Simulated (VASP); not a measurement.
Wanted: the native input for a VASP 6.6.1 run.

```yaml
Task: single point
Functional: PBE
Potentials_or_basis: VASP PAW PBE potentials, release 64 (Hf_pv, B)
Cutoff: 520 eV
k_mesh: 18 × 18 × 18
Occupations: gaussian, width 0.15 eV
Spin: no spin polarisation
Dipole_correction: no
Further_INCAR_settings: ALGO = Normal; EDIFF = 1e-06; NBANDS = 14
```

The structure of HfB lies in POSCAR:

```
HfB
1.0
    0.0000000000      2.2407000000      2.3446500000
    2.2407000000      0.0000000000      2.3446500000
    2.2407000000      2.2407000000      0.0000000000
Hf B
1 1
Direct
    0.5000000000      0.5000000000      0.5000000000
    0.0000000000      0.0000000000      0.0000000000
```

This cell differs from its parent crystal: strain -0.030 along x and y, +0.015 along z.

These files were run (other wordings do the same):

INCAR

```
SYSTEM = HfB
PREC = Accurate
ENCUT = 520
EDIFF = 1E-6
ISMEAR = 0
SIGMA = 0.15
LREAL = .FALSE.
LASPH = .TRUE.
NELM = 60
ALGO = Normal
ISIF = 2
LWAVE = .FALSE.
LCHARG = .TRUE.
GGA = PE
LELF = .TRUE.
LVHAR = .TRUE.
NBANDS = 14
```

KPOINTS

```
Automatic mesh
0
G
  18 18 18
  0 0 0
```

Potentials or basis: VASP PAW PBE potentials, release 64 (Hf_pv, B).

Launch:

```bash
$ cat potpaw_PBE.64/Hf_pv/POTCAR potpaw_PBE.64/B/POTCAR > POTCAR
$ mpirun -np 1 vasp_std > vasp.out
```

It gave:

```
Pressure               : 45.6 GPa
Band gap on the k mesh : zero (an odd number of electrons rules out a gap without spin polarisation)
```

Caveat: the cell differs from its parent crystal (strain -0.030 along x and y, +0.015 along z); the cell stands under pressure; spin-orbit coupling is left out, which moves the levels of the heavy elements.

It took 2.2 min on 1 thread of Intel Xeon 8259CL, on a shared host, peak memory 0.28 GiB.
